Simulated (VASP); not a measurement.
# MgO (I4mm) in VASP: further runs

MgO is run at these levels: PBE; tasks: single point.

All numbers are computed with VASP 6.6.1; they aren't measurements. Logs are shortened: lines on timing, memory, paths and dates and some standing lists are left out, and cuts for length are marked.

## (1) The cell of the first run

The structure is tetragonal, space group I4mm (No. 107). The conventional cell has a = 3.033 Å, b = 3.033 Å, c = 4.290 Å, α = 90.00°, β = 90.00°, γ = 90.00°. Within 2.7 Å of Mg (site symmetry 4mm) lie 6 O at 2.00 to 2.29 Å. Within 2.7 Å of O (site symmetry 4mm) lie 6 Mg at 2.00 to 2.29 Å.

## (2) Single point, PBE

INCAR reads:

```
SYSTEM = MgO
  ALGO = Normal
  EDIFF = 1E-6
  ENCUT = 600
  GGA = PE
  GGA_COMPAT = .False.
  ISIF = 2
  ISMEAR = 0
  LASPH = .True.
  LCHARG = .False.
  LREAL = .False.
  LWAVE = .False.
  NBANDS = 11
  NELM = 120
  PREC = Accurate
  SIGMA = 0.05
```

KPOINTS reads:

```
k-points
0
Gamma
  10 10 10
  0 0 0
```

POSCAR reads:

```
MgO
1.0
    0.0000000000      2.1448745921      2.1448745921
    2.1448745921      0.0000000000      2.1448745921
    2.1448745921      2.1448745921      0.0000000000
Mg O
1 1
Direct
    0.0133061842      0.0133061842     -0.0133061842
    0.4797858112      0.4797858112      0.5202141888
```

Potentials or basis: VASP PAW PBE potentials, release 64 (Mg, O).

Run with:

```console
> cat potpaw_PBE.64/Mg/POTCAR potpaw_PBE.64/O/POTCAR > POTCAR
> mpirun -np 1 vasp_std > vasp.out
```

OUTCAR:

```text
SYSTEM = MgO
   EDIFF = 1E-6
   ENCUT = 600
   GGA = PE
   ISIF = 2
   ISMEAR = 0
   LASPH = .True.
   LREAL = .False.
   NELM = 120
   PREC = Accurate

 ion  position               nearest neighbor table
   1  0.013  0.013  0.987-   2 2.00   2 2.15   2 2.15   2 2.15   2 2.15   2 2.29
   2  0.480  0.480  0.520-   1 2.00   1 2.15   1 2.15   1 2.15   1 2.15   1 2.29

  LATTYP: Found a face centered cubic cell.
 ALAT       =     4.2897491842

  Lattice vectors:

 A1 = (   0.0000000000,   2.1448745921,   2.1448745921)
 A2 = (   2.1448745921,   0.0000000000,   2.1448745921)
 A3 = (   2.1448745921,   2.1448745921,   0.0000000000)

Analysis of symmetry for initial positions (statically):
=====================================================================
 Subroutine PRICEL returns:
 Original cell was already a primitive cell.

 Routine SETGRP: Setting up the symmetry group for a
 face centered cubic supercell.

 Subroutine GETGRP returns: Found  8 space group operations
 (whereof  8 operations were pure point group operations)
 out of a pool of 48 trial point group operations.

The static configuration has the point symmetry C_4v.

Analysis of symmetry for dynamics (positions and initial velocities):
=====================================================================
 Subroutine PRICEL returns:
 Original cell was already a primitive cell.

 Routine SETGRP: Setting up the symmetry group for a
 face centered cubic supercell.

 Subroutine GETGRP returns: Found  8 space group operations
 (whereof  8 operations were pure point group operations)
 out of a pool of 48 trial point group operations.

The dynamic configuration has the point symmetry C_4v.

 Subroutine INISYM returns: Found  8 space group operations
 (whereof  8 operations are pure point group operations),
 and found     1 'primitive' translations

----------------------------------------------------------------------------------------

                                     Primitive cell

  volume of cell :      19.7349

  direct lattice vectors                    reciprocal lattice vectors
     0.000000000  2.144874592  2.144874592    -0.233113862  0.233113862  0.233113862
     2.144874592  0.000000000  2.144874592     0.233113862 -0.233113862  0.233113862
     2.144874592  2.144874592  0.000000000     0.233113862  0.233113862 -0.233113862

  length of vectors
     3.033310738  3.033310738  3.033310738     0.403765053  0.403765053  0.403765053

  position of ions in fractional coordinates (direct lattice)
     0.013306184  0.013306184  0.986693816
     0.479785811  0.479785811  0.520214189

  ion indices of the primitive-cell ions
   primitive index   ion index
                 1           1
                 2           2

----------------------------------------------------------------------------------------

 KPOINTS: k-points

Automatic generation of k-mesh.
 Grid dimensions read from file:
 generate k-points for:   10   10   10

 Generating k-lattice:

  Cartesian coordinates                     Fractional coordinates (reciprocal lattice)
    -0.023311386  0.023311386  0.023311386     0.100000000  0.000000000  0.000000000
     0.023311386 -0.023311386  0.023311386     0.000000000  0.100000000  0.000000000
     0.023311386  0.023311386 -0.023311386     0.000000000  0.000000000  0.100000000

  Length of vectors
     0.040376505  0.040376505  0.040376505

  Shift w.r.t. Gamma in fractional coordinates (k-lattice)
     0.000000000  0.000000000  0.000000000

 Subroutine IBZKPT returns following result:
 ===========================================

 Found    102 irreducible k-points:

 Following reciprocal coordinates:
            Coordinates               Weight
  0.000000  0.000000  0.000000      1.000000
  0.100000  0.000000  0.000000      8.000000
  0.200000  0.000000  0.000000      8.000000
  0.300000  0.000000  0.000000      8.000000
  0.400000  0.000000  0.000000      8.000000
  0.500000  0.000000  0.000000      4.000000
[... 16 lines left out ...]
 -0.100000  0.100000  0.000000      4.000000
  0.000000 -0.100000  0.100000      8.000000
 [... further k-points ...]
   k-points           NKPTS =    102   k-points in BZ     NKDIM =    102   number of bands    NBANDS=     11
   number of dos      NEDOS =    301   number of ions     NIONS =      2
   total plane-waves  NPLWV =  13824
   dimension x,y,z NGX =    24 NGY =   24 NGZ =   24
   dimension x,y,z NGXF=    48 NGYF=   48 NGZF=   48
   ions per type =               1   1
   NGX,Y,Z   is equivalent  to a cutoff of  13.15, 13.15, 13.15 a.u.
   NGXF,Y,Z  is equivalent  to a cutoff of  26.31, 26.31, 26.31 a.u.
 SYSTEM =  MgO
   PREC   = accura    normal or accurate (medium, high low for compatibility)
   ISTART =      0    job   : 0-new  1-cont  2-samecut
   ICHARG =      2    charge: 1-file 2-atom 10-const
   ISPIN  =      1    spin polarized calculation?
   LNONCOLLINEAR =      F non collinear calculations
   LSORBIT =      F    spin-orbit coupling
   LASPH  =      T    aspherical Exc in radial PAW
   ENCUT  =  600.0 eV  44.10 Ry    6.64 a.u.   6.06  6.06  6.06*2*pi/ulx,y,z
   NELM   =    120;   NELMIN=  2; NELMDL= -5     # of ELM steps
   EDIFF  = 0.1E-05   stopping-criterion for ELM
   LREAL  =      F    real-space projection
   EDIFFG = 0.1E-04   stopping-criterion for IOM
   NSW    =      0    number of steps for IOM
   IBRION =     -1    ionic relax: 0-MD 1-quasi-New 2-CG
   NFREE  =      0    steps in history (QN), initial steepest desc. (CG)
   ISIF   =      2    stress and relaxation
   ISYM   =      2    0-nonsym 1-usesym 2-fastsym
   POTIM  = 0.5000    time-step for ionic-motion
   TEBEG  =    0.0;   TEEND  =   0.0 temperature during run
   PSTRESS=    0.0 pullay stress
   NELECT =       8.0000    total number of electrons
   NUPDOWN=      -1.0000    fix difference up-down
   EMIN   =  10.00;   EMAX   =-10.00  energy-range for DOS
   EFERMI =   0.00;   METHOD = LEGACY
   ISMEAR =     0;   SIGMA  =   0.05  broadening in eV -4-tet -1-fermi 0-gaus
   EFERMI_NEDOS =   21; number of points for ismear=-14 and -15
   IALGO  =     38    algorithm
   IMIX   =      4    mixing-type and parameters
     AMIX     =   0.40;   BMIX     =  1.00
     AMIX_MAG =   1.60;   BMIX_MAG =  1.00
  volume/ion in A,a.u.               =       9.87        66.59
  Fermi-wavevector in a.u.,A,eV,Ry     =   1.211601  2.289594 19.973036  1.467977
  Thomas-Fermi vector in A             =   2.347111
   LORBIT       =      0    0 simple, 1 ext, 2 COOP (PROOUT), +10 PAW based schemes
   GGA     = PE    functional components
   LHFCALC =     F    Hartree Fock is set to
   AEXX    =    0.0000 exact exchange contribution
   IVDW    =     0    specifies the selected vdW correction
   LEPSILON=     F    determine dielectric tensor
   LRPA    =     F    only Hartree local field effects (RPA)
 non-spin polarized calculation
 Gauss-broadening in eV      SIGMA  =   0.05
  energy-cutoff  :      600.00
  volume of cell :       19.73
 maximum number of plane-waves:       678
   NGX = 13   NGY = 13   NGZ = 13

 number of electron       8.0000000 magnetization

 Free energy of the ion-electron system (eV)
  ---------------------------------------------------
  ext. energy  EPLUGINS =         0.00000000
  ---------------------------------------------------
  free energy    TOTEN  =       -11.86055229 eV

  energy without entropy =      -11.86055229  energy(sigma->0) =      -11.86055229

 E-fermi :   3.0159     XC(G=0): -10.8140

 val. band max:        2.7690009112   @ k =   0.0000   0.0000   0.0000
 cond. band min:       6.9781173360   @ k =   0.0000   0.0000   0.0000
 fundamental gap:      4.2091164248
 Fermi energy:         3.0159194740

 k-point     1 :       0.0000    0.0000    0.0000
  band No.  band energies     occupation
      1     -14.2161      2.00000
      2       2.7407      2.00000
      3       2.7690      2.00000
      4       2.7690      2.00000
      5       6.9781      0.00000
      6      18.3089      0.00000
      7      18.3477      0.00000
      8      18.3477      0.00000
      9      22.0052      0.00000
     10      23.7755      0.00000
     11      23.8127      0.00000

 k-point     2 :       0.1000    0.0000    0.0000
  band No.  band energies     occupation
      1     -14.1207      2.00000
      2       2.1155      2.00000
      3       2.6977      2.00000
      4       2.7094      2.00000
      5       7.6108      0.00000
      6      17.0590      0.00000
      7      18.5446      0.00000
      8      18.5591      0.00000
      9      22.9546      0.00000
     10      22.9998      0.00000
     11      23.6085      0.00000

 k-point     3 :       0.2000    0.0000    0.0000
  band No.  band energies     occupation
      1     -13.8594      2.00000
      2       0.8579      2.00000
      3       2.5462      2.00000
      4       2.5581      2.00000
      5       8.8114      0.00000
      6      15.5068      0.00000
      7      18.9198      0.00000
      8      18.9432      0.00000
      9      22.2704      0.00000
     10      22.3546      0.00000
     11      24.2071      0.00000

 k-point     4 :       0.3000    0.0000    0.0000
  band No.  band energies     occupation
      1     -13.5091      2.00000
      2      -0.3773      2.00000
      3       2.3676      2.00000
      4       2.3796      2.00000
      5       9.8035      0.00000
      6      14.6872      0.00000
      7      18.9237      0.00000
      8      18.9291      0.00000
      9      22.7614      0.00000
     10      22.7904      0.00000
     11      23.6175      0.00000
[... 239 lines left out ...]
 k-point    22 :       0.0000   -0.2000    0.1000
  band No.  band energies     occupation
      1     -13.6807      2.00000
      2       0.3570      2.00000
      3       2.1563      2.00000
      4       2.5164      2.00000
      5       9.5503      0.00000
      6      14.9297      0.00000
      7      18.2776      0.00000
      8      19.5389      0.00000
      9      21.1543      0.00000
     10      23.1646      0.00000
     11      25.1518      0.00000

 k-point    23 :      -0.1000    0.1000    0.0000
  band No.  band energies     occupation
      1     -13.9708      2.00000
      2       1.4225      2.00000
      3       2.4525      2.00000
      4       2.6698      2.00000
      5       8.4154      0.00000
      6      15.9852      0.00000
      7      18.5811      0.00000
      8      18.9647      0.00000
      9      21.5828      0.00000
     10      23.0860      0.00000
     11      25.0423      0.00000

 k-point    24 :       0.0000   -0.1000    0.1000
  band No.  band energies     occupation
      1     -13.9707      2.00000
      2       1.4271      2.00000
      3       2.4599      2.00000
      4       2.6599      2.00000
      5       8.4007      0.00000
      6      16.0040      0.00000
      7      18.5582      0.00000
      8      18.9840      0.00000
      9      21.6924      0.00000
     10      23.0792      0.00000
     11      24.8901      0.00000

 [... further k-points ...]

------------------------ aborting loop because EDIFF is reached ----------------------------------------

  FORCE on cell =-STRESS in cart. coord.  units (eV):
  Direction    XX          YY          ZZ          XY          YZ          ZX
  --------------------------------------------------------------------------------------
  -------------------------------------------------------------------------------------
  Total       -0.6012236     -0.6012236      0.1538415      0.0000000      0.0000000      0.0000000
  in kB      -48.8102315    -48.8102315     12.4895957      0.0000000      0.0000000      0.0000000
  external PRESSURE =     -28.3769558 kB  Pullay stress =       0.0000000 kB

 VOLUME and BASIS-vectors are now :
 -----------------------------------------------------------------------------
  energy-cutoff  :      600.00
  volume of cell :       19.73
      direct lattice vectors                 reciprocal lattice vectors
     0.000000000  2.144874592  2.144874592    -0.233113862  0.233113862  0.233113862
     2.144874592  0.000000000  2.144874592     0.233113862 -0.233113862  0.233113862
     2.144874592  2.144874592  0.000000000     0.233113862  0.233113862 -0.233113862

 POSITION                                       TOTAL-FORCE (eV/Angst)
 -----------------------------------------------------------------------------------
      2.14487      2.14487      0.05708         0.000000      0.000000     -0.703064
      2.14487      2.14487      2.05816         0.000000      0.000000      0.703064
 -----------------------------------------------------------------------------------
    total drift:                               -0.000000     -0.000000      0.000614

  FREE ENERGIE OF THE ION-ELECTRON SYSTEM (eV)
  ---------------------------------------------------
  free  energy   TOTEN  =       -11.8605522920 eV

  energy  without entropy=      -11.8605522920  energy(sigma->0) =      -11.86055229
```

Run time: 6.9 s. Hardware: 1 thread of Intel Xeon 6975P-C (Granite Rapids), shared host; peak memory 0.15 GiB.

Results:

```
Free energy            : -11.8606 eV
Pressure               : -2.8 GPa
Largest force          : 0.703 eV/Å
Band gap on the k mesh : 4.21 eV, direct
```

Forces on the atoms (eV/Å):
```
Mg   0.000  0.000 -0.703
O    0.000  0.000  0.703
```

Levels at points of the mesh, in eV from the valence-band top:
```csv
k point,band 2,band 3,band 4,band 5,band 6,band 7
"(0.00, 0.00, 0.00)",-0.03,0.00,0.00,4.21,15.54,15.58
"(0.50, 0.00, 0.00)",-4.37,-0.59,-0.58,7.57,11.91,15.75
"(0.50, 0.50, 0.00)",-3.83,-1.26,-1.26,9.07,9.27,12.56
"(0.00, 0.50, 0.50)",-3.85,-1.28,-1.27,9.12,9.30,12.55
```

A hybrid or GW would open this gap; PBE tends to underestimate it.

(Continued in part 2 of 2.)
